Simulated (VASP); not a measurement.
# BN (P2_1) in VASP: further runs

Runs on BN. Level: PBE. Tasks: single point.

Program: VASP 6.6.1. These are calculated values, not measurements. Logs are shortened: lines on timing, memory, paths and dates and some standing lists are left out, and cuts for length are marked.

## (1) The cell of the first run

Symmetry: P2_1, No. 4, monoclinic system. Conventional cell: a = 2.532 Å, b = 4.227 Å, c = 2.554 Å, α = 90.00°, β = 119.14°, γ = 90.00°. Within 2.1 Å of B (site symmetry 1) lie 4 N at 1.56 to 1.58 Å. Within 2.1 Å of N (site symmetry 1) lie 4 B at 1.56 to 1.58 Å.

## (2) Single point, PBE (strain -0.0200 x Voigt [0, 0, 0, 0, 0, 1])

File INCAR:

```
  PREC = Accurate
  ENCUT = 520
  EDIFF = 1E-6
  ISMEAR = 0
  SIGMA = 0.05
  LREAL = F
  LASPH = T
  NELM = 60
  ALGO = Normal
  ISIF = 2
  LWAVE = F
  LCHARG = F
  GGA = PE
  NBANDS = 16
```

File KPOINTS:

```
regular mesh
0
Gamma
  12 12 6
```

File POSCAR:

```
BN
1.0
    2.5539396017     -0.0255393960      0.0000000000
   -1.2990875666      2.2245462728      0.0000000000
    0.0000000000      0.0000000000      4.2268550000
B N
2 2
Direct
    0.6666666667      0.3333333333      0.9997240000
    0.3333333333      0.6666666667      0.4997240000
    0.6666666667      0.3333333333      0.6252760000
    0.3333333333      0.6666666667      0.1252760000
```

Potentials or basis: VASP PAW PBE potentials, release 64 (B, N).

Started as:

```console
$ cat potpaw_PBE.64/B/POTCAR potpaw_PBE.64/N/POTCAR > POTCAR
$ mpirun -np 1 vasp_std > vasp.out
```

OUTCAR:

```text
PREC = Accurate
   ENCUT = 520
   EDIFF = 1E-6
   ISMEAR = 0
   LREAL = F
   LASPH = T
   NELM = 60
   ISIF = 2
   GGA = PE

 ion  position               nearest neighbor table
   1  0.667  0.333  1.000-   4 1.56   4 1.57   4 1.58   3 1.58
   2  0.333  0.667  0.500-   3 1.56   3 1.57   3 1.58   4 1.58
   3  0.667  0.333  0.625-   2 1.56   2 1.57   2 1.58   1 1.58
   4  0.333  0.667  0.125-   1 1.56   1 1.57   1 1.58   2 1.58

  LATTYP: Found a simple monoclinic cell.
 ALAT       =     2.5318540389
 B/A-ratio  =     1.6694702519
 C/A-ratio  =     1.0087735139
 COS(beta)  =    -0.4869160342

  Lattice vectors:

 A1 = (   1.2548520351,   2.1990068768,   0.0000000000)
 A2 = (   0.0000000000,   0.0000000000,  -4.2268550000)
 A3 = (  -2.5539396017,   0.0255393960,   0.0000000000)

Analysis of symmetry for initial positions (statically):
=====================================================================
 Subroutine PRICEL returns:
 Original cell was already a primitive cell.

 Routine SETGRP: Setting up the symmetry group for a
 simple monoclinic supercell.

 Subroutine GETGRP returns: Found  2 space group operations
 (whereof  1 operations were pure point group operations)
 out of a pool of  4 trial point group operations.

The static configuration has the point symmetry C_1 .
 The point group associated with its full space group is C_2 .

Analysis of symmetry for dynamics (positions and initial velocities):
=====================================================================
 Subroutine PRICEL returns:
 Original cell was already a primitive cell.

 Routine SETGRP: Setting up the symmetry group for a
 simple monoclinic supercell.

 Subroutine GETGRP returns: Found  2 space group operations
 (whereof  1 operations were pure point group operations)
 out of a pool of  4 trial point group operations.

The dynamic configuration has the point symmetry C_1 .
 The point group associated with its full space group is C_2 .

 Subroutine INISYM returns: Found  2 space group operations
 (whereof  1 operations are pure point group operations),
 and found     1 'primitive' translations

----------------------------------------------------------------------------------------

                                     Primitive cell

  volume of cell :      23.8740

  direct lattice vectors                    reciprocal lattice vectors
     2.553939602 -0.025539396  0.000000000     0.393851949  0.230001136  0.000000000
    -1.299087567  2.224546273  0.000000000     0.004521705  0.452170450  0.000000000
     0.000000000  0.000000000  4.226855000     0.000000000  0.000000000  0.236582518

  length of vectors
     2.554067295  2.576089017  4.226855000     0.456091965  0.452193058  0.236582518

  position of ions in fractional coordinates (direct lattice)
     0.666666667  0.333333333  0.999724000
     0.333333333  0.666666667  0.499724000
     0.666666667  0.333333333  0.625276000
     0.333333333  0.666666667  0.125276000

  ion indices of the primitive-cell ions
   primitive index   ion index
                 1           1
                 2           2
                 3           3
                 4           4

----------------------------------------------------------------------------------------

 KPOINTS: regular mesh

Automatic generation of k-mesh.
 Grid dimensions read from file:
 generate k-points for:   12   12    6

 Generating k-lattice:

  Cartesian coordinates                     Fractional coordinates (reciprocal lattice)
     0.032820996  0.019166761  0.000000000     0.083333333  0.000000000  0.000000000
     0.000376809  0.037680871  0.000000000     0.000000000  0.083333333  0.000000000
     0.000000000  0.000000000  0.039430420     0.000000000  0.000000000  0.166666667

  Length of vectors
     0.038007664  0.037682755  0.039430420

  Shift w.r.t. Gamma in fractional coordinates (k-lattice)
     0.000000000  0.000000000  0.000000000

 Subroutine IBZKPT returns following result:
 ===========================================

 Found    296 irreducible k-points:

 Following reciprocal coordinates:
            Coordinates               Weight
  0.000000  0.000000  0.000000      1.000000
  0.083333  0.000000  0.000000      2.000000
  0.166667  0.000000  0.000000      2.000000
  0.250000  0.000000  0.000000      2.000000
  0.333333  0.000000  0.000000      2.000000
  0.416667  0.000000  0.000000      2.000000
[... 16 lines left out ...]
  0.250000  0.166667  0.000000      2.000000
  0.333333  0.166667  0.000000      2.000000
 [... further k-points ...]
   k-points           NKPTS =    296   k-points in BZ     NKDIM =    296   number of bands    NBANDS=     16
   number of dos      NEDOS =    301   number of ions     NIONS =      4
   total plane-waves  NPLWV =  12800
   dimension x,y,z NGX =    20 NGY =   20 NGZ =   32
   dimension x,y,z NGXF=    40 NGYF=   40 NGZF=   64
   ions per type =               2   2
   NGX,Y,Z   is equivalent  to a cutoff of  13.02, 12.91, 12.59 a.u.
   NGXF,Y,Z  is equivalent  to a cutoff of  26.04, 25.81, 25.17 a.u.
 SYSTEM =  unknown system
   PREC   = accura    normal or accurate (medium, high low for compatibility)
   ISTART =      0    job   : 0-new  1-cont  2-samecut
   ICHARG =      2    charge: 1-file 2-atom 10-const
   ISPIN  =      1    spin polarized calculation?
   LNONCOLLINEAR =      F non collinear calculations
   LSORBIT =      F    spin-orbit coupling
   LASPH  =      T    aspherical Exc in radial PAW
   ENCUT  =  520.0 eV  38.22 Ry    6.18 a.u.   4.75  4.79  7.86*2*pi/ulx,y,z
   NELM   =     60;   NELMIN=  2; NELMDL= -5     # of ELM steps
   EDIFF  = 0.1E-05   stopping-criterion for ELM
   LREAL  =      F    real-space projection
   EDIFFG = 0.1E-04   stopping-criterion for IOM
   NSW    =      0    number of steps for IOM
   IBRION =     -1    ionic relax: 0-MD 1-quasi-New 2-CG
   NFREE  =      0    steps in history (QN), initial steepest desc. (CG)
   ISIF   =      2    stress and relaxation
   ISYM   =      2    0-nonsym 1-usesym 2-fastsym
   POTIM  = 0.5000    time-step for ionic-motion
   TEBEG  =    0.0;   TEEND  =   0.0 temperature during run
   PSTRESS=    0.0 pullay stress
   NELECT =      16.0000    total number of electrons
   NUPDOWN=      -1.0000    fix difference up-down
   EMIN   =  10.00;   EMAX   =-10.00  energy-range for DOS
   EFERMI =   0.00;   METHOD = LEGACY
   ISMEAR =     0;   SIGMA  =   0.05  broadening in eV -4-tet -1-fermi 0-gaus
   EFERMI_NEDOS =   21; number of points for ismear=-14 and -15
   IALGO  =     38    algorithm
   IMIX   =      4    mixing-type and parameters
     AMIX     =   0.40;   BMIX     =  1.00
     AMIX_MAG =   1.60;   BMIX_MAG =  1.00
  volume/ion in A,a.u.               =       5.97        40.28
  Fermi-wavevector in a.u.,A,eV,Ry     =   1.432648  2.707313 27.925698  2.052481
  Thomas-Fermi vector in A             =   2.552253
   LORBIT       =      0    0 simple, 1 ext, 2 COOP (PROOUT), +10 PAW based schemes
   GGA     = PE    functional components
   LHFCALC =     F    Hartree Fock is set to
   AEXX    =    0.0000 exact exchange contribution
   IVDW    =     0    specifies the selected vdW correction
   LEPSILON=     F    determine dielectric tensor
   LRPA    =     F    only Hartree local field effects (RPA)
 non-spin polarized calculation
 Gauss-broadening in eV      SIGMA  =   0.05
  energy-cutoff  :      520.00
  volume of cell :       23.87
 maximum number of plane-waves:       660
   NGX =  9   NGY =  9   NGZ = 15

 number of electron      16.0000000 magnetization

 Free energy of the ion-electron system (eV)
  ---------------------------------------------------
  ext. energy  EPLUGINS =         0.00000000
  ---------------------------------------------------
  free energy    TOTEN  =       -34.82052099 eV

  energy without entropy =      -34.82052099  energy(sigma->0) =      -34.82052099

 E-fermi :   7.7886     XC(G=0): -12.7616

 val. band max:        7.4927416517   @ k =   0.0000   0.0000   0.0000
 cond. band min:      12.6301682381   @ k =   0.3333   0.3333   0.0000
 fundamental gap:      5.1374265864
 Fermi energy:         7.7886411433

 k-point     1 :       0.0000    0.0000    0.0000
  band No.  band energies     occupation
      1     -12.8574      2.00000
      2      -8.7577      2.00000
      3      -3.3942      2.00000
      4       5.2667      2.00000
      5       5.4004      2.00000
      6       7.1595      2.00000
[... 8 lines left out ...]
     15      19.4875      0.00000
     16      23.5131      0.00000

 k-point     2 :       0.0833    0.0000    0.0000
  band No.  band energies     occupation
      1     -12.7044      2.00000
      2      -8.6399      2.00000
      3      -3.2427      2.00000
      4       4.7145      2.00000
      5       4.9856      2.00000
      6       6.9094      2.00000
[... 8 lines left out ...]
     15      19.6350      0.00000
     16      23.3012      0.00000

 k-point     3 :       0.1667    0.0000    0.0000
  band No.  band energies     occupation
      1     -12.2503      2.00000
      2      -8.3024      2.00000
      3      -2.7938      2.00000
      4       3.0878      2.00000
      5       4.2920      2.00000
      6       5.5081      2.00000
[... 8 lines left out ...]
     15      20.7831      0.00000
     16      22.7326      0.00000

 k-point     4 :       0.2500    0.0000    0.0000
  band No.  band energies     occupation
      1     -11.5124      2.00000
      2      -7.8072      2.00000
      3      -2.0691      2.00000
      4       1.1340      2.00000
      5       3.5239      2.00000
      6       3.7488      2.00000
[... 8 lines left out ...]
     15      22.2410      0.00000
     16      22.9446      0.00000
[... 324 lines left out ...]
 k-point    22 :       0.1667    0.1667    0.0000
  band No.  band energies     occupation
      1     -11.0829      2.00000
      2      -7.5533      2.00000
      3      -1.6452      2.00000
      4       0.8381      2.00000
      5       1.8262      2.00000
      6       3.7794      2.00000
[... 8 lines left out ...]
     15      22.7921      0.00000
     16      23.2883      0.00000

 k-point    23 :       0.2500    0.1667    0.0000
  band No.  band energies     occupation
      1     -10.1248      2.00000
      2      -7.1448      2.00000
      3      -0.7141      2.00000
      4      -0.3855      2.00000
      5       0.6783      2.00000
      6       2.5842      2.00000
[... 8 lines left out ...]
     15      22.5937      0.00000
     16      23.6864      0.00000

 k-point    24 :       0.3333    0.1667    0.0000
  band No.  band energies     occupation
      1      -9.0525      2.00000
      2      -7.0935      2.00000
      3      -1.3822      2.00000
      4       0.0452      2.00000
      5       0.4444      2.00000
      6       1.4478      2.00000
[... 8 lines left out ...]
     15      23.2537      0.00000
     16      23.8549      0.00000

 [... further k-points ...]

------------------------ aborting loop because EDIFF is reached ----------------------------------------

  FORCE on cell =-STRESS in cart. coord.  units (eV):
  Direction    XX          YY          ZZ          XY          YZ          ZX
  --------------------------------------------------------------------------------------
  -------------------------------------------------------------------------------------
  Total        0.0895033      0.1040904     -0.0482366      1.2201116      0.0000000      0.0000000
  in kB        6.0065302      6.9854679     -3.2371408     81.8812249      0.0000000      0.0000000
  external PRESSURE =       3.2516191 kB  Pullay stress =       0.0000000 kB

 VOLUME and BASIS-vectors are now :
 -----------------------------------------------------------------------------
  energy-cutoff  :      520.00
  volume of cell :       23.87
      direct lattice vectors                 reciprocal lattice vectors
     2.553939602 -0.025539396  0.000000000     0.393851949  0.230001136  0.000000000
    -1.299087567  2.224546273  0.000000000     0.004521705  0.452170450  0.000000000
     0.000000000  0.000000000  4.226855000     0.000000000  0.000000000  0.236582518

 POSITION                                       TOTAL-FORCE (eV/Angst)
 -----------------------------------------------------------------------------------
      1.26960      0.72449      4.22569        -0.041020     -0.007546      0.009980
     -0.01475      1.47452      2.11226         0.041020      0.007546      0.009980
      1.26960      0.72449      2.64295        -0.088243     -0.007735     -0.009980
     -0.01475      1.47452      0.52952         0.088243      0.007735     -0.009980
 -----------------------------------------------------------------------------------
    total drift:                                0.000000      0.000000      0.000176

  FREE ENERGIE OF THE ION-ELECTRON SYSTEM (eV)
  ---------------------------------------------------
  free  energy   TOTEN  =       -34.8205209931 eV

  energy  without entropy=      -34.8205209931  energy(sigma->0) =      -34.82052099
```

Wall time 1.9 min (1 thread of Intel Xeon 8259CL, shared host); peak memory 0.2 GiB.

What came out:

| Property | Result |
| --- | --- |
| Free energy | -34.8205 eV |
| Pressure | 0.3 GPa |
| Largest force | 0.089 eV/Å |
| Band gap on the k mesh | 5.14 eV (least direct gap 8.06 eV) |

Forces in eV/Å, atoms in the order of the input:
```
B   -0.041 -0.008  0.010
B    0.041  0.008  0.010
N   -0.088 -0.008 -0.010
N    0.088  0.008 -0.010
```

Caveat: the cell differs from its parent crystal (strain -0.0200 x Voigt [0, 0, 0, 0, 0, 1]).

## (3) Single point, PBE (strain +0.0150 x Voigt [0, 0, 0, 0, 0, 1])

File INCAR:

```
SYSTEM = BN
PREC = Accurate ; ENCUT = 520
EDIFF = 1E-7 ; ISMEAR = 0
SIGMA = 0.05 ; LREAL = .FALSE.
LASPH = .TRUE. ; NELM = 60
ALGO = Normal ; ISIF = 2
LWAVE = .FALSE. ; LCHARG = .FALSE.
GGA = PE ; NBANDS = 16
```

File KPOINTS:

```
regular mesh
0
G
  12 12 6
  0 0 0
```

POSCAR: that of step 2 with these lines changed.

```diff
@@ -2,4 +2,4 @@
 1.0
-    2.5539396017     -0.0255393960      0.0000000000
-   -1.2990875666      2.2245462728      0.0000000000
+    2.5539396017      0.0191545470      0.0000000000
+   -1.2603814766      2.2021993013      0.0000000000
     0.0000000000      0.0000000000      4.2268550000
```

Potentials or basis: VASP PAW PBE potentials, release 64 (B, N).

Started as:

```console
$ cat potpaw_PBE.64/B/POTCAR potpaw_PBE.64/N/POTCAR > POTCAR
$ mpirun -np 1 vasp_std > vasp.out
```

It took 2.5 min on 1 thread of Intel Xeon 8259CL, shared host; peak memory 0.21 GiB.

The run converged. Its results:

- Free energy: -34.8258 eV
- Pressure: 0.3 GPa
- Largest force: 0.067 eV/Å
- Band gap on the k mesh: 5.15 eV (least direct gap 8.14 eV)

Forces in eV/Å, atoms in the order of the input:
```
B    0.031 -0.004  0.012
B   -0.031  0.004  0.012
N    0.066 -0.004 -0.012
N   -0.066  0.004 -0.012
```

Stress tensor (GPa, compression positive):
```
 0.54 -6.14  0.00
-6.14  0.59  0.00
 0.00  0.00 -0.32
```

Levels at points of the mesh, in eV from the valence-band top:
```tsv
k point	band 5	band 6	band 7	band 8	band 9	band 10	band 11	band 12
(0.00, 0.00, 0.00)	-2.09	-0.32	-0.09	0.00	8.14	8.38	8.48	9.44
(0.50, 0.00, 0.00)	-6.98	-4.84	-4.41	-2.02	6.88	7.92	10.64	11.55
(0.00, 0.50, 0.00)	-6.90	-4.98	-4.40	-2.14	6.64	7.88	10.50	11.34
(0.50, 0.50, 0.00)	-6.81	-5.11	-4.41	-2.25	6.40	7.85	10.37	11.15
(0.00, 0.00, 0.50)	-1.25	-1.25	-1.16	-1.16	9.27	9.27	9.75	9.75
(0.50, 0.00, 0.50)	-3.66	-3.66	-3.60	-3.60	6.61	6.61	10.00	10.00
(0.00, 0.50, 0.50)	-3.79	-3.79	-3.58	-3.58	6.51	6.51	9.92	9.92
(0.50, 0.50, 0.50)	-3.90	-3.90	-3.56	-3.56	6.40	6.40	9.87	9.87
```

Caveat: the cell differs from its parent crystal (strain +0.0150 x Voigt [0, 0, 0, 0, 0, 1]). A k mesh can miss the band edges.
